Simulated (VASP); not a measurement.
# MgIn2N2 (P1) in VASP: single point with PBEsol

Aim: the single point of MgIn2N2 with PBEsol.

Program: VASP 6.6.1. These are calculated values, not measurements. Logs are shortened: lines on timing, memory, paths and dates and some standing lists are left out, and cuts for length are marked.

## 1. The cell of the first run

The typed cell holds 5 atoms: a = 7.940 Å, b = 7.940 Å, c = 7.940 Å, α = 24.07°, β = 24.07°, γ = 24.07°.

## 2. Single point, PBEsol

File INCAR:

```
PREC = Accurate
ENCUT = 520
EDIFF = 1E-7
ISMEAR = -1
SIGMA = 0.052
LREAL = False
LASPH = True
NELM = 80
ALGO = Normal
ISIF = 2
LWAVE = False
LCHARG = True
GGA = PS
LELF = True
LVHAR = True
NBANDS = 27
```

File KPOINTS:

```
Automatic mesh
0
Gamma
  4 4 4
```

File POSCAR:

```
MgIn2N2
1.0
    1.6554710000      0.9557870000      7.7068240000
   -1.6554710000      0.9557870000      7.7068240000
    0.0000000000     -1.9115740000      7.7068240000
Mg In N
1 2 2
Direct
   -0.0428815317      0.0386257856     -0.0046650492
    0.4433909820      0.4240520748      0.4476414708
    0.5838865389      0.5478097970      0.5605493933
    0.3351268877      0.2266332928      0.2621076022
    0.7206666080      0.7418025868      0.6916985920
```

Potentials or basis: VASP PAW PBE potentials, release 64 (Mg, In_d, N).

Launch:

```bash
$ cat potpaw_PBE.64/Mg/POTCAR potpaw_PBE.64/In_d/POTCAR potpaw_PBE.64/N/POTCAR > POTCAR
$ mpirun -np 1 vasp_std > vasp.out
```

OUTCAR:

```text
PREC = Accurate
   ENCUT = 520
   EDIFF = 1E-7
   ISMEAR = -1
   LREAL = False
   LASPH = True
   NELM = 80
   ISIF = 2
   GGA = PS

 ion  position               nearest neighbor table
   1  0.957  0.039  0.995-   4 2.08   5 2.23   5 2.25   4 2.35   5 2.39   4 2.53   3 2.89   3 3.00
                             2 3.07   3 3.11   2 3.13   2 3.25
   2  0.443  0.424  0.448-   5 2.19   5 2.29   5 2.37   3 2.91   1 3.07   1 3.13   1 3.25
   3  0.584  0.548  0.561-   4 2.09   4 2.14   4 2.27   1 2.89   2 2.91   1 3.00   1 3.11
   4  0.335  0.227  0.262-   1 2.08   3 2.09   3 2.14   3 2.27   1 2.35   1 2.53
   5  0.721  0.742  0.692-   2 2.19   1 2.23   1 2.25   2 2.29   2 2.37   1 2.39

  LATTYP: Found a trigonal (rhomboedric) cell.
 ALAT       =     7.9403557344
 COS(alpha) =     0.9130652364

  Lattice vectors:

 A1 = (   1.6554710000,   0.9557870000,   7.7068240000)
 A2 = (  -1.6554710000,   0.9557870000,   7.7068240000)
 A3 = (   0.0000000000,  -1.9115740000,   7.7068240000)

Analysis of symmetry for initial positions (statically):
=====================================================================
 Subroutine PRICEL returns:
 Original cell was already a primitive cell.

 Routine SETGRP: Setting up the symmetry group for a
 trigonal (rhombohedral) supercell.

 Subroutine GETGRP returns: Found  1 space group operations
 (whereof  1 operations were pure point group operations)
 out of a pool of 12 trial point group operations.

The static configuration has the point symmetry C_1 .

Analysis of symmetry for dynamics (positions and initial velocities):
=====================================================================
 Subroutine PRICEL returns:
 Original cell was already a primitive cell.

 Routine SETGRP: Setting up the symmetry group for a
 trigonal (rhombohedral) supercell.

 Subroutine GETGRP returns: Found  1 space group operations
 (whereof  1 operations were pure point group operations)
 out of a pool of 12 trial point group operations.

The dynamic configuration has the point symmetry C_1 .

 Subroutine INISYM returns: Found  1 space group operations
 (whereof  1 operations are pure point group operations),
 and found     1 'primitive' translations

----------------------------------------------------------------------------------------

                                     Primitive cell

  volume of cell :      73.1660

  direct lattice vectors                    reciprocal lattice vectors
     1.655471000  0.955787000  7.706824000     0.302028849  0.174376369  0.043251712
    -1.655471000  0.955787000  7.706824000    -0.302028849  0.174376369  0.043251712
     0.000000000 -1.911574000  7.706824000     0.000000000 -0.348752738  0.043251712

  length of vectors
     7.940355734  7.940355734  7.940355869     0.351424607  0.351424607  0.351424505

  position of ions in fractional coordinates (direct lattice)
     0.957118468  0.038625786  0.995334951
     0.443390982  0.424052075  0.447641471
     0.583886539  0.547809797  0.560549393
     0.335126888  0.226633293  0.262107602
     0.720666608  0.741802587  0.691698592

  ion indices of the primitive-cell ions
   primitive index   ion index
                 1           1
                 2           2
                 3           3
                 4           4
                 5           5

----------------------------------------------------------------------------------------

 KPOINTS: Automatic mesh

Automatic generation of k-mesh.
 Grid dimensions read from file:
 generate k-points for:    4    4    4

 Generating k-lattice:

  Cartesian coordinates                     Fractional coordinates (reciprocal lattice)
     0.075507212  0.043594092  0.010812928     0.250000000 -0.000000000  0.000000000
    -0.075507212  0.043594092  0.010812928    -0.000000000  0.250000000  0.000000000
     0.000000000 -0.087188185  0.010812928     0.000000000  0.000000000  0.250000000

  Length of vectors
     0.087856152  0.087856152  0.087856126

  Shift w.r.t. Gamma in fractional coordinates (k-lattice)
     0.000000000  0.000000000  0.000000000

 Subroutine IBZKPT returns following result:
 ===========================================

 Found     36 irreducible k-points:

 Following reciprocal coordinates:
            Coordinates               Weight
  0.000000  0.000000  0.000000      1.000000
  0.250000 -0.000000  0.000000      2.000000
 -0.000000  0.250000  0.000000      2.000000
  0.000000  0.000000  0.250000      2.000000
  0.500000 -0.000000  0.000000      1.000000
 -0.000000  0.500000  0.000000      1.000000
[... 16 lines left out ...]
  0.250000  0.250000  0.250000      2.000000
  0.500000  0.250000  0.250000      2.000000
 [... further k-points ...]
   k-points           NKPTS =     36   k-points in BZ     NKDIM =     36   number of bands    NBANDS=     27
   number of dos      NEDOS =    301   number of ions     NIONS =      5
   total plane-waves  NPLWV = 216000
   dimension x,y,z NGX =    60 NGY =   60 NGZ =   60
   dimension x,y,z NGXF=   120 NGYF=  120 NGZF=  120
   ions per type =               1   2   2
   NGX,Y,Z   is equivalent  to a cutoff of  12.56, 12.56, 12.56 a.u.
   NGXF,Y,Z  is equivalent  to a cutoff of  25.12, 25.12, 25.12 a.u.
 SYSTEM =  unknown system
   PREC   = accura    normal or accurate (medium, high low for compatibility)
   ISTART =      0    job   : 0-new  1-cont  2-samecut
   ICHARG =      2    charge: 1-file 2-atom 10-const
   ISPIN  =      1    spin polarized calculation?
   LNONCOLLINEAR =      F non collinear calculations
   LSORBIT =      F    spin-orbit coupling
   LASPH  =      T    aspherical Exc in radial PAW
   ENCUT  =  520.0 eV  38.22 Ry    6.18 a.u.  14.76 14.76 14.76*2*pi/ulx,y,z
   NELM   =     80;   NELMIN=  2; NELMDL= -5     # of ELM steps
   EDIFF  = 0.1E-06   stopping-criterion for ELM
   LREAL  =      F    real-space projection
   EDIFFG = 0.1E-05   stopping-criterion for IOM
   NSW    =      0    number of steps for IOM
   IBRION =     -1    ionic relax: 0-MD 1-quasi-New 2-CG
   NFREE  =      0    steps in history (QN), initial steepest desc. (CG)
   ISIF   =      2    stress and relaxation
   ISYM   =      2    0-nonsym 1-usesym 2-fastsym
   POTIM  = 0.5000    time-step for ionic-motion
   TEBEG  =    0.0;   TEEND  =   0.0 temperature during run
   PSTRESS=    0.0 pullay stress
   NELECT =      38.0000    total number of electrons
   NUPDOWN=      -1.0000    fix difference up-down
   EMIN   =  10.00;   EMAX   =-10.00  energy-range for DOS
   EFERMI =   0.00;   METHOD = LEGACY
   ISMEAR =    -1;   SIGMA  =   0.05  broadening in eV -4-tet -1-fermi 0-gaus
   EFERMI_NEDOS =   21; number of points for ismear=-14 and -15
   IALGO  =     38    algorithm
   IMIX   =      4    mixing-type and parameters
     AMIX     =   0.40;   BMIX     =  1.00
     AMIX_MAG =   1.60;   BMIX_MAG =  1.00
  volume/ion in A,a.u.               =      14.63        98.75
  Fermi-wavevector in a.u.,A,eV,Ry     =   1.315930  2.486748 23.560837  1.731673
  Thomas-Fermi vector in A             =   2.446078
   LORBIT       =      0    0 simple, 1 ext, 2 COOP (PROOUT), +10 PAW based schemes
   GGA     = PS    functional components
   LHFCALC =     F    Hartree Fock is set to
   AEXX    =    0.0000 exact exchange contribution
   IVDW    =     0    specifies the selected vdW correction
   LEPSILON=     F    determine dielectric tensor
   LRPA    =     F    only Hartree local field effects (RPA)
 non-spin polarized calculation
  energy-cutoff  :      520.00
  volume of cell :       73.17
 maximum number of plane-waves:      1986
   NGX = 29   NGY = 29   NGZ = 29

 number of electron      37.9999996 magnetization

 Free energy of the ion-electron system (eV)
  ---------------------------------------------------
  ext. energy  EPLUGINS =         0.00000000
  ---------------------------------------------------
  free energy    TOTEN  =       -25.83286565 eV

  energy without entropy =      -25.82974238  energy(sigma->0) =      -25.83130402

 E-fermi :   6.7949     XC(G=0): -11.0715

 val. band max:        6.7246220236   @ k =   0.5000   0.5000   0.5000
 cond. band min:       6.8291435488   @ k =   0.5000   0.5000   0.5000
 fundamental gap:      0.1045215253
 Fermi energy:         6.7948787867

 k-point     1 :       0.0000    0.0000    0.0000
  band No.  band energies     occupation
      1      -8.5032      2.00000
      2      -7.4308      2.00000
      3      -7.2890      2.00000
      4      -7.2626      2.00000
      5      -7.1186      2.00000
      6      -6.9889      2.00000
[... 19 lines left out ...]
     26      17.0147      0.00000
     27      17.5365      0.00000

 k-point     2 :       0.2500   -0.0000    0.0000
  band No.  band energies     occupation
      1      -8.5248      2.00000
      2      -7.6494      2.00000
      3      -7.2174      2.00000
      4      -7.1561      2.00000
      5      -7.1227      2.00000
      6      -6.9564      2.00000
[... 19 lines left out ...]
     26      15.4221      0.00000
     27      16.0280      0.00000

 k-point     3 :      -0.0000    0.2500    0.0000
  band No.  band energies     occupation
      1      -8.5533      2.00000
      2      -7.6714      2.00000
      3      -7.2535      2.00000
      4      -7.1232      2.00000
      5      -7.0934      2.00000
      6      -6.9505      2.00000
[... 19 lines left out ...]
     26      15.3983      0.00000
     27      16.0728      0.00000

 k-point     4 :       0.0000    0.0000    0.2500
  band No.  band energies     occupation
      1      -8.5372      2.00000
      2      -7.6386      2.00000
      3      -7.2493      2.00000
      4      -7.1422      2.00000
      5      -7.0952      2.00000
      6      -6.9576      2.00000
[... 19 lines left out ...]
     26      15.5497      0.00000
     27      15.9744      0.00000

 k-point     5 :       0.5000   -0.0000    0.0000
  band No.  band energies     occupation
      1      -8.6170      2.00000
      2      -7.8228      2.00000
      3      -7.2542      2.00000
      4      -7.1377      2.00000
      5      -7.1010      2.00000
      6      -6.9524      2.00000
[... 19 lines left out ...]
     26      15.2698      0.00000
     27      16.1104      0.00000

 k-point     6 :      -0.0000    0.5000    0.0000
  band No.  band energies     occupation
      1      -8.6696      2.00000
      2      -7.8582      2.00000
      3      -7.2902      2.00000
      4      -7.0854      2.00000
      5      -7.0807      2.00000
      6      -6.9443      2.00000
[... 444 lines left out ...]
      1      -8.6692      2.00000
      2      -7.8574      2.00000
      3      -7.2866      2.00000
      4      -7.0865      2.00000
      5      -7.0678      2.00000
      6      -6.9568      2.00000
[... 19 lines left out ...]
     26      15.5090      0.00000
     27      16.2562      0.00000

 k-point    22 :       0.0000    0.5000    0.5000
  band No.  band energies     occupation
      1      -8.6180      2.00000
      2      -7.8199      2.00000
      3      -7.2481      2.00000
      4      -7.1387      2.00000
      5      -7.0848      2.00000
      6      -6.9641      2.00000
[... 19 lines left out ...]
     26      14.9322      0.00000
     27      16.7435      0.00000

 k-point    23 :       0.2500    0.2500    0.2500
  band No.  band energies     occupation
      1      -8.4996      2.00000
      2      -7.4490      2.00000
      3      -7.2742      2.00000
      4      -7.2586      2.00000
      5      -7.0690      2.00000
      6      -6.9889      2.00000
[... 19 lines left out ...]
     26      16.9138      0.00000
     27      17.2727      0.00000

 k-point    24 :       0.5000    0.2500    0.2500
  band No.  band energies     occupation
      1      -8.5232      2.00000
      2      -7.6510      2.00000
      3      -7.2120      2.00000
      4      -7.1562      2.00000
      5      -7.1215      2.00000
      6      -6.9566      2.00000
[... 19 lines left out ...]
     26      15.5773      0.00000
     27      16.2383      0.00000

 [... further k-points ...]
[... 5 lines left out ...]
  --------------------------------------------------------------------------------------
  -------------------------------------------------------------------------------------
  Total        0.9732706      0.4946015      0.2865352     -1.3363765      0.4927725     -0.7109198
  in kB       21.3125200     10.8307034      6.2744999    -29.2637539     10.7906509    -15.5676047
  external PRESSURE =      12.8059078 kB  Pullay stress =       0.0000000 kB

 VOLUME and BASIS-vectors are now :
 -----------------------------------------------------------------------------
  energy-cutoff  :      520.00
  volume of cell :       73.17
      direct lattice vectors                 reciprocal lattice vectors
     1.655471000  0.955787000  7.706824000     0.302028849  0.174376369  0.043251712
    -1.655471000  0.955787000  7.706824000    -0.302028849  0.174376369  0.043251712
     0.000000000 -1.911574000  7.706824000     0.000000000 -0.348752738  0.043251712

 POSITION                                       TOTAL-FORCE (eV/Angst)
 -----------------------------------------------------------------------------------
      1.52054     -0.95094     15.34490         0.644052      0.292759      1.267581
      0.03202     -0.02661     10.13512        -0.341450      0.341302     -0.276489
      0.05972      0.01013     13.04184         0.675185      0.059058     -1.903522
      0.17961      0.03589      6.34940        -1.325101     -0.254179      0.450183
     -0.03499      0.07558     16.60179         0.347314     -0.438940      0.462248
 -----------------------------------------------------------------------------------
    total drift:                                0.000024     -0.000070     -0.000218

  FREE ENERGIE OF THE ION-ELECTRON SYSTEM (eV)
  ---------------------------------------------------
  free  energy   TOTEN  =       -25.8328656549 eV

  energy  without entropy=      -25.8297423761  energy(sigma->0) =      -25.83130402
```

Run time: 3.1 min. Hardware: 1 thread of AMD EPYC 9R45 (Zen 5), shared host; peak memory 0.46 GiB.

Results:

```yaml
Free_energy: -25.8329 eV
Pressure: 1.3 GPa
Largest_force: 2.021 eV/Å
Band_gap_on_the_k_mesh: 0.10 eV
```

Forces on the atoms (eV/Å):
```
Mg   0.644  0.293  1.268
In  -0.341  0.341 -0.276
In   0.675  0.059 -1.904
N   -1.325 -0.254  0.450
N    0.347 -0.439  0.462
```

Stress tensor (GPa, compression positive):
```
 2.13 -2.93 -1.56
-2.93  1.08  1.08
-1.56  1.08  0.63
```

Levels at points of the mesh, in eV from the valence-band top:
```
           k point  band 16  band 17  band 18  band 19  band 20  band 21  band 22  band 23
(0.00, 0.00, 0.00)    -1.00    -0.93    -0.28    -0.14     1.96     2.96     5.35     8.78
(0.50, 0.00, 0.00)    -2.55    -2.05    -1.22    -0.54     1.98     2.89     3.43     6.27
(0.00, 0.50, 0.00)    -2.82    -2.19    -1.15    -0.70     2.23     2.84     3.50     6.19
(0.00, 0.00, 0.50)    -2.66    -2.08    -1.20    -0.58     2.17     2.72     3.38     6.20
(0.50, 0.50, 0.00)    -2.32    -2.11    -1.46    -1.13     1.21     3.62     4.28     6.21
(0.50, 0.00, 0.50)    -2.33    -2.22    -1.62    -1.11     1.39     3.69     4.16     6.76
(0.00, 0.50, 0.50)    -2.39    -2.09    -1.32    -1.15     1.20     3.60     4.36     5.94
(0.50, 0.50, 0.50)    -0.95    -0.30    -0.14     0.00     0.10     3.31     5.90     9.02
```

Caveat: the k points lie up to 0.55 Å⁻¹ apart; the atoms stand as in a frame of molecular dynamics; the PAW data sets were made with another functional, which shifts forces and pressure a little; spin-orbit coupling is left out, which moves the levels of the heavy elements. A k mesh can miss the band edges.
